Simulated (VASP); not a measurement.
A run of VASP 6.6.1 is set up as follows.

INCAR

```
PREC = Accurate
ENCUT = 600
EDIFF = 1E-6
ISMEAR = -1
SIGMA = 0.1
LREAL = False
LASPH = True
NELM = 120
ALGO = Normal
ISIF = 2
LWAVE = False
LCHARG = True
LELF = True
LVHAR = True
NBANDS = 10
GGA_COMPAT = False
```

File KPOINTS:

```
Automatic mesh
0
Gamma
  16 16 16
```

File POSCAR:

```
Fe
1.0
   -1.3498227879      1.3498227879      1.3498227879
    1.3498227879     -1.3498227879      1.3498227879
    1.3498227879      1.3498227879     -1.3498227879
Fe
1
Direct
    0.0000000000      0.0000000000      0.0000000000
```

Potentials or basis: VASP PAW LDA potentials, release 64 (Fe).

Launch:

```sh
$ cat potpaw_LDA.64/Fe/POTCAR > POTCAR
$ mpirun -np 1 vasp_std > vasp.out
```

(1) What does it give for the band gap on the k mesh?

(2) Predict the pressure.

## Answers

(1) zero (band 4 reaches 8.51 eV, above the bottom of band 5 at 6.22 eV).

(2) -0.2 GPa.

Caveat: the run has no spin polarisation, though such a crystal can be magnetic.
